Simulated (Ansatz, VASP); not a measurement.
# Os: VASP beside Ansatz

```
Os
1.0
     2.71575    0.00000    0.00000
    -1.35787    2.35191    0.00000
     0.00000    0.00000    4.29071
Os
2
Direct
  0.66667 0.33333 0.75000
  0.33333 0.66667 0.25000
```

Change from the starting cell: volume scaled by 0.98.

Alike in both runs: task single point; functional LDA; k mesh 11 × 11 × 6; occupations fermi-dirac, width 0.05 eV; no spin polarisation.

```csv
,VASP,Ansatz
version,VASP 6.6.1,Ansatz 0.2.0
potentials or method,"VASP PAW LDA potentials, release 64 (Os), cutoff 520 eV","all-electron LAPW, scalar-relativistic"
```

|  | VASP | Ansatz | Ansatz less VASP |
| --- | --- | --- | --- |
| gap on the k mesh at the Fermi level (eV) | none | none | - |
| pressure (GPa) | 1.0 | 0.0 | -1.01 |
| traceless stress, the component that is largest in VASP (GPa) | -0.01 | 0.09 | +0.097 |

LDA's correlation is that of Perdew and Zunger in VASP and of Perdew and Wang (1992) in Ansatz. A gap of «none» marks a metal or a gap that the smearing closes. Ansatz ran all-electron here, and VASP with PAW potentials.

Neither program's run includes spin-orbit coupling.
